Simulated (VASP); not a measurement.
C: relaxation of cell and atoms with PBEsol

Crystal: C.

```xyz
4
Lattice="2.4650 0.0000 0.0000 -1.2325 2.1347 0.0000 0.0000 0.0000 6.7442" Properties=species:S:1:pos:R:3 pbc="T T T"
C     0.0000    0.0000    1.6860
C     0.0000    0.0000    5.0581
C     0.0000    1.4232    1.6860
C     1.2325    0.7116    5.0581
```

```
Program                : VASP 6.6.1
Task                   : relaxation of cell and atoms
Functional             : PBEsol
Potentials or basis    : VASP PAW PBE potentials, release 64 (C)
Cutoff                 : 600 eV
k mesh                 : 21 × 21 × 6
Occupations            : gaussian, width 0.1 eV
Spin                   : no spin polarisation
Dipole correction      : no
Further INCAR settings : ALGO = Normal; EDIFF = 1e-07; IBRION = 2; EDIFFG = -0.005; NSW = 70; ISIF = 3
```

- Relaxed volume: 9.33 Å³/atom
- Relaxed cell: a = 2.460 Å, b = 2.460 Å, c = 7.121 Å, α = 90.00°, β = 90.00°, γ = 120.00°
- Space group after relaxing (to 0.05 Å): P6_3/mmc (No. 194)
- Energy gained by relaxing: 1.5 meV/atom
- Ionic steps: 11
- Pressure after relaxing: 0.0 GPa
- Band gap on the k mesh: zero (band 8 reaches 4.13 eV, above the bottom of band 9 at 4.12 eV)

Step by step:
```csv
step,energy change (eV),largest force (eV/Å),pressure (GPa),volume (Å³)
1,0.0000,0.0000,-1.46,35.49
2,0.0051,0.0000,4.52,35.07
3,-0.0014,0.0000,0.40,35.36
4,-0.0019,0.0000,0.39,35.44
5,-0.0030,0.0000,0.30,35.67
6,-0.0047,0.0000,0.16,36.15
7,-0.0061,0.0000,-0.08,37.10
8,-0.0061,0.0000,-0.12,37.26
9,-0.0061,0.0000,-0.13,37.33
10,-0.0042,0.0000,2.09,37.20
11,-0.0061,0.0000,0.01,37.32
```

Final structure:
```
CELL_PARAMETERS angstrom
2.46001 0.00000 0.00000
-1.23001 2.13044 0.00000
0.00000 0.00000 7.12053
ATOMIC_POSITIONS crystal
C 0.00000 0.00000 0.25000
C 0.00000 0.00000 0.75000
C 0.33333 0.66667 0.25000
C 0.66667 0.33333 0.75000
```

Levels at points of the mesh, in eV from the Fermi level:
```csv
k point,band 5,band 6,band 7,band 8,band 9,band 10,band 11,band 12
"(0.00, 0.00, 0.00)",-2.99,-2.99,-2.98,-2.98,3.62,8.34,8.34,8.37
"(0.00, 0.00, 0.50)",-2.98,-2.98,-2.98,-2.98,5.84,5.84,8.35,8.35
```

Run time: 7.4 min on 1 thread of Intel(R) Xeon(R) Platinum 8488C (Sapphire Rapids) (shared host), peak memory 0.21 GiB.

Caveat: the PAW data sets were made with another functional, which shifts forces and pressure a little; this functional lacks dispersion, which binds the layers, so the pressure and a relaxed spacing across them are unreliable.
